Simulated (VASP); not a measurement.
# TmO (Pm-3m) in VASP: single point with r2SCAN

Aim: the single point of TmO with r2SCAN.

Everything below comes from runs of VASP 6.6.1. Logs are shortened: lines on timing, memory, paths and dates and some standing lists are left out, and cuts for length are marked.

### Step 1. The cell of the first run

The structure is cubic, space group Pm-3m (No. 221). Conventional cell: a = 2.923 Å, b = 2.923 Å, c = 2.923 Å, α = 90.00°, β = 90.00°, γ = 90.00°. Tm (site symmetry m-3m) has 8 O at 2.53 Å and 6 Tm at 2.92 Å within 3.3 Å. Within 3.3 Å of O (site symmetry m-3m) lie 8 Tm at 2.53 Å and 6 O at 2.92 Å.

### Step 2. Single point, r2SCAN, collinear spin, ferromagnetic start

Contents of POSCAR:

```
TmO
1.0
    2.9229277747      0.0000000000      0.0000000000
    0.0000000000      2.9229277747      0.0000000000
    0.0000000000      0.0000000000      2.9229277747
Tm O
1 1
Direct
    0.0000000000      0.0000000000      0.0000000000
    0.5000000000      0.5000000000      0.5000000000
```

Contents of INCAR.step1:

```
PREC = Accurate
ENCUT = 520
ISMEAR = 0
SIGMA = 0.05
LREAL = F
LASPH = T
NELM = 150
ISPIN = 2
MAGMOM = 1.3 0
LMAXMIX = 6
NBANDS = 26
GGA = PE
ALGO = Normal
EDIFF = 1E-4
LWAVE = T
LCHARG = F
```

Contents of INCAR.step2:

```
PREC = Accurate
ENCUT = 520
EDIFF = 1E-6
ISMEAR = 0
SIGMA = 0.05
LREAL = F
LASPH = T
NELM = 150
ALGO = Normal
ISIF = 2
LWAVE = F
LCHARG = F
ISPIN = 2
MAGMOM = 1.3 0
LORBIT = 11
LMAXMIX = 6
METAGGA = R2SCAN
LMIXTAU = T
NBANDS = 26
ISTART = 1
```

Contents of KPOINTS:

```
Automatic mesh
0
Gamma
  12 12 12
```

Potentials or basis: VASP PAW PBE potentials, release 64 (Tm, O).

On the command line:

```console
$ cat potpaw_PBE.64/Tm/POTCAR potpaw_PBE.64/O/POTCAR > POTCAR
$ cp INCAR.step1 INCAR
$ mpirun -np 1 vasp_std > vasp.out
$ cp INCAR.step2 INCAR
$ mpirun -np 1 vasp_std > vasp.out
```

OUTCAR:

```text
PREC = Accurate
   ENCUT = 520
   EDIFF = 1E-6
   ISMEAR = 0
   LREAL = F
   LASPH = T
   NELM = 150
   ISIF = 2
   ISPIN = 2
   LORBIT = 11
   METAGGA = R2SCAN
   ISTART = 1

 ion  position               nearest neighbor table
   1  0.000  0.000  0.000-   2 2.53   2 2.53   2 2.53   2 2.53   2 2.53   2 2.53   2 2.53   2 2.53

   2  0.500  0.500  0.500-   1 2.53   1 2.53   1 2.53   1 2.53   1 2.53   1 2.53   1 2.53   1 2.53

  LATTYP: Found a simple cubic cell.
 ALAT       =     2.9229277747

  Lattice vectors:

 A1 = (   2.9229277747,   0.0000000000,   0.0000000000)
 A2 = (   0.0000000000,   2.9229277747,   0.0000000000)
 A3 = (   0.0000000000,   0.0000000000,   2.9229277747)

Analysis of symmetry for initial positions (statically):
=====================================================================
 Subroutine PRICEL returns:
 Original cell was already a primitive cell.

 Routine SETGRP: Setting up the symmetry group for a
 simple cubic supercell.

 Subroutine GETGRP returns: Found 48 space group operations
 (whereof 48 operations were pure point group operations)
 out of a pool of 48 trial point group operations.

The static configuration has the point symmetry O_h .

Analysis of symmetry for dynamics (positions and initial velocities):
=====================================================================
 Subroutine PRICEL returns:
 Original cell was already a primitive cell.

 Routine SETGRP: Setting up the symmetry group for a
 simple cubic supercell.

 Subroutine GETGRP returns: Found 48 space group operations
 (whereof 48 operations were pure point group operations)
 out of a pool of 48 trial point group operations.

The dynamic configuration has the point symmetry O_h .

Analysis of structural, dynamic, and magnetic symmetry:
=====================================================================
 Subroutine PRICEL returns:
 Original cell was already a primitive cell.

 Routine SETGRP: Setting up the symmetry group for a
 simple cubic supercell.

 Subroutine GETGRP returns: Found 48 space group operations
 (whereof 48 operations were pure point group operations)
 out of a pool of 48 trial point group operations.

The overall configuration has the point symmetry O_h .

 Subroutine INISYM returns: Found 48 space group operations
 (whereof 48 operations are pure point group operations),
 and found     1 'primitive' translations

----------------------------------------------------------------------------------------

                                     Primitive cell

  volume of cell :      24.9721

  direct lattice vectors                    reciprocal lattice vectors
     2.922927775  0.000000000  0.000000000     0.342122720  0.000000000  0.000000000
     0.000000000  2.922927775  0.000000000     0.000000000  0.342122720  0.000000000
     0.000000000  0.000000000  2.922927775     0.000000000  0.000000000  0.342122720

  length of vectors
     2.922927775  2.922927775  2.922927775     0.342122720  0.342122720  0.342122720

  position of ions in fractional coordinates (direct lattice)
     0.000000000  0.000000000  0.000000000
     0.500000000  0.500000000  0.500000000

  ion indices of the primitive-cell ions
   primitive index   ion index
                 1           1
                 2           2

----------------------------------------------------------------------------------------

 KPOINTS: Automatic mesh

Automatic generation of k-mesh.
 Grid dimensions read from file:
 generate k-points for:   12   12   12

 Generating k-lattice:

  Cartesian coordinates                     Fractional coordinates (reciprocal lattice)
     0.028510227  0.000000000  0.000000000     0.083333333  0.000000000  0.000000000
     0.000000000  0.028510227  0.000000000     0.000000000  0.083333333  0.000000000
     0.000000000  0.000000000  0.028510227     0.000000000  0.000000000  0.083333333

  Length of vectors
     0.028510227  0.028510227  0.028510227

  Shift w.r.t. Gamma in fractional coordinates (k-lattice)
     0.000000000  0.000000000  0.000000000

 Subroutine IBZKPT returns following result:
 ===========================================

 Found     84 irreducible k-points:

 Following reciprocal coordinates:
            Coordinates               Weight
  0.000000  0.000000  0.000000      1.000000
  0.083333  0.000000  0.000000      6.000000
  0.166667  0.000000  0.000000      6.000000
  0.250000  0.000000  0.000000      6.000000
  0.333333  0.000000  0.000000      6.000000
  0.416667  0.000000  0.000000      6.000000
[... 16 lines left out ...]
  0.333333  0.333333  0.000000     12.000000
  0.416667  0.333333  0.000000     24.000000
 [... further k-points ...]
   k-points           NKPTS =     84   k-points in BZ     NKDIM =     84   number of bands    NBANDS=     26
   number of dos      NEDOS =    301   number of ions     NIONS =      2
   total plane-waves  NPLWV =  13824
   dimension x,y,z NGX =    24 NGY =   24 NGZ =   24
   dimension x,y,z NGXF=    48 NGYF=   48 NGZF=   48
   ions per type =               1   1
   NGX,Y,Z   is equivalent  to a cutoff of  13.65, 13.65, 13.65 a.u.
   NGXF,Y,Z  is equivalent  to a cutoff of  27.30, 27.30, 27.30 a.u.
 SYSTEM =  unknown system
   PREC   = accura    normal or accurate (medium, high low for compatibility)
   ISTART =      1    job   : 0-new  1-cont  2-samecut
   ICHARG =      0    charge: 1-file 2-atom 10-const
   ISPIN  =      2    spin polarized calculation?
   LNONCOLLINEAR =      F non collinear calculations
   LSORBIT =      F    spin-orbit coupling
   LASPH  =      T    aspherical Exc in radial PAW
   ENCUT  =  520.0 eV  38.22 Ry    6.18 a.u.   5.43  5.43  5.43*2*pi/ulx,y,z
   NELM   =    150;   NELMIN=  2; NELMDL=  0     # of ELM steps
   EDIFF  = 0.1E-05   stopping-criterion for ELM
   LREAL  =      F    real-space projection
   EDIFFG = 0.1E-04   stopping-criterion for IOM
   NSW    =      0    number of steps for IOM
   IBRION =     -1    ionic relax: 0-MD 1-quasi-New 2-CG
   NFREE  =      0    steps in history (QN), initial steepest desc. (CG)
   ISIF   =      2    stress and relaxation
   ISYM   =      2    0-nonsym 1-usesym 2-fastsym
   POTIM  = 0.5000    time-step for ionic-motion
   TEBEG  =    0.0;   TEEND  =   0.0 temperature during run
   PSTRESS=    0.0 pullay stress
   NELECT =      29.0000    total number of electrons
   NUPDOWN=      -1.0000    fix difference up-down
   EMIN   =  10.00;   EMAX   =-10.00  energy-range for DOS
   EFERMI =   0.00;   METHOD = LEGACY
   ISMEAR =     0;   SIGMA  =   0.05  broadening in eV -4-tet -1-fermi 0-gaus
   EFERMI_NEDOS =   21; number of points for ismear=-14 and -15
   IALGO  =     38    algorithm
   IMIX   =      4    mixing-type and parameters
     AMIX     =   0.40;   BMIX     =  1.00
     AMIX_MAG =   1.60;   BMIX_MAG =  1.00
  volume/ion in A,a.u.               =      12.49        84.26
  Fermi-wavevector in a.u.,A,eV,Ry     =   1.720770  3.251783 40.287508  2.961048
  Thomas-Fermi vector in A             =   2.797147
   LORBIT       =     11    0 simple, 1 ext, 2 COOP (PROOUT), +10 PAW based schemes
   METAGGA = R2SCAN    functional components
   LHFCALC =     F    Hartree Fock is set to
   AEXX    =    0.0000 exact exchange contribution
   IVDW    =     0    specifies the selected vdW correction
   LEPSILON=     F    determine dielectric tensor
   LRPA    =     F    only Hartree local field effects (RPA)
 spin polarized calculation
 Gauss-broadening in eV      SIGMA  =   0.05
  energy-cutoff  :      520.00
  volume of cell :       24.97
 maximum number of plane-waves:       693
 NGX is ok and might be reduce to    24
   NGX = 11   NGY = 11   NGZ = 11

 number of electron      28.9999980 magnetization       1.1223586

 Free energy of the ion-electron system (eV)
  ---------------------------------------------------
  ext. energy  EPLUGINS =         0.00000000
  ---------------------------------------------------
  free energy    TOTEN  =       -46.58449783 eV

  energy without entropy =      -46.58162672  energy(sigma->0) =      -46.58306227

 E-fermi :   6.1314     XC(G=0): -13.5113

 val. band max:        6.1235467719   @ k =   0.2500   0.0833   0.0000
 cond. band min:       6.1341406902   @ k =   0.1667   0.1667   0.0000
 fundamental gap:      0.0105939184
 Fermi energy:         6.1314148115

 spin component 1

 k-point     1 :       0.0000    0.0000    0.0000
  band No.  band energies     occupation
      1     -46.8380      1.00000
      2     -18.8351      1.00000
      3     -18.8351      1.00000
      4     -18.8351      1.00000
      5     -15.5435      1.00000
      6       1.4949      1.00000
[... 18 lines left out ...]
     25      26.5765      0.00000
     26      26.5765      0.00000
[... 644 lines left out ...]
      4     -18.5515      1.00000
      5     -14.6195      1.00000
      6      -0.5474      1.00000
[... 18 lines left out ...]
     25      28.0552      0.00000
     26      30.6546      0.00000

 [... further k-points ...]

 spin component 2

 k-point     1 :       0.0000    0.0000    0.0000
  band No.  band energies     occupation
      1     -46.2107      1.00000
      2     -18.4331      1.00000
      3     -18.4328      1.00000
      4     -18.4328      1.00000
      5     -15.5133      1.00000
      6       1.5741      1.00000
[... 18 lines left out ...]
     25      26.6565      0.00000
     26      26.6565      0.00000
[... 644 lines left out ...]
      4     -18.1382      1.00000
      5     -14.5693      1.00000
      6      -0.5126      1.00000
[... 18 lines left out ...]
     25      28.0160      0.00000
     26      30.6337      0.00000

 [... further k-points ...]

------------------------ aborting loop because EDIFF is reached ----------------------------------------

  FORCE on cell =-STRESS in cart. coord.  units (eV):
  Direction    XX          YY          ZZ          XY          YZ          ZX
  --------------------------------------------------------------------------------------
  -------------------------------------------------------------------------------------
  Total       -0.0515040     -0.0515040     -0.0515040      0.0000000      0.0000000      0.0000000
  in kB       -3.3044349     -3.3044349     -3.3044349      0.0000000      0.0000000      0.0000000
  external PRESSURE =      -3.3044349 kB  Pullay stress =       0.0000000 kB

 VOLUME and BASIS-vectors are now :
 -----------------------------------------------------------------------------
  energy-cutoff  :      520.00
  volume of cell :       24.97
      direct lattice vectors                 reciprocal lattice vectors
     2.922927775  0.000000000  0.000000000     0.342122720  0.000000000  0.000000000
     0.000000000  2.922927775  0.000000000     0.000000000  0.342122720  0.000000000
     0.000000000  0.000000000  2.922927775     0.000000000  0.000000000  0.342122720

 POSITION                                       TOTAL-FORCE (eV/Angst)
 -----------------------------------------------------------------------------------
      0.00000      0.00000      0.00000         0.000000      0.000000      0.000000
      1.46146      1.46146      1.46146         0.000000      0.000000      0.000000
 -----------------------------------------------------------------------------------
    total drift:                                0.000000      0.000000     -0.000000

  FREE ENERGIE OF THE ION-ELECTRON SYSTEM (eV)
  ---------------------------------------------------
  free  energy   TOTEN  =       -46.5844978276 eV

  energy  without entropy=      -46.5816267155  energy(sigma->0) =      -46.58306227

 total charge

# of ion       s       p       d       f       tot
--------------------------------------------------
    1        2.096   5.976   0.499  12.615  21.187
    2        1.552   3.473   0.000   0.000   5.025
--------------------------------------------------
tot          3.648   9.449   0.499  12.615  26.212

 magnetization (x)

# of ion       s       p       d       f       tot
--------------------------------------------------
    1       -0.005  -0.037  -0.103   1.256   1.111
    2        0.001   0.010   0.000   0.000   0.011
--------------------------------------------------
tot         -0.004  -0.027  -0.103   1.256   1.122
```

Run time: 8.4 min. Hardware: 1 thread of Intel Xeon 8259CL, shared host; peak memory 0.24 GiB.

Results:

```
Free energy                                           : -46.5845 eV
Pressure                                              : -0.3 GPa
Net moment                                            : 1.12 μB per cell
Site moments                                          : Tm +1.11; O +0.01 μB
Valence electrons inside the program's atomic spheres : Tm 21.19; O 5.03
```

Levels at points of the mesh, in eV from the Fermi level:
Spin up:
```csv
k point,band 13,band 14,band 15,band 16,band 17,band 18
"(0.00, 0.00, 0.00)",-1.46,-1.46,-1.46,-0.94,-0.94,1.12
"(0.50, 0.00, 0.00)",-1.73,-1.54,-1.54,0.41,4.52,6.86
"(0.50, 0.50, 0.00)",-1.59,-1.56,-1.52,0.35,1.56,4.51
"(0.50, 0.50, 0.50)",-1.55,-1.55,-1.55,5.92,5.92,5.92
```
Spin down:
```
           k point  band 10  band 11  band 12  band 13  band 14  band 15  band 16  band 17  band 18  band 19
(0.00, 0.00, 0.00)    -1.46    -1.46    -1.32    -1.32     0.06     0.06     0.06     1.05     1.18     8.33
(0.50, 0.00, 0.00)    -1.35    -1.35    -0.42    -0.07    -0.07    -0.03     1.10     4.31     7.07     7.07
(0.50, 0.50, 0.00)    -1.30    -1.22    -0.33    -0.33     0.02     0.02     1.35     1.66     4.71     4.71
(0.50, 0.50, 0.50)    -1.25    -1.25    -0.28    -0.28    -0.28     1.11     6.05     6.05     6.05    11.40
```

Caveat: the magnetic or orbital state may not be the lowest; the PAW data sets were made with another functional, which shifts forces and pressure a little; spin-orbit coupling is left out, which moves the levels of the heavy elements; semilocal functionals describe open f shells poorly, which spoils levels, moments and volumes. The state reached can hang on the start; a lower one may exist.
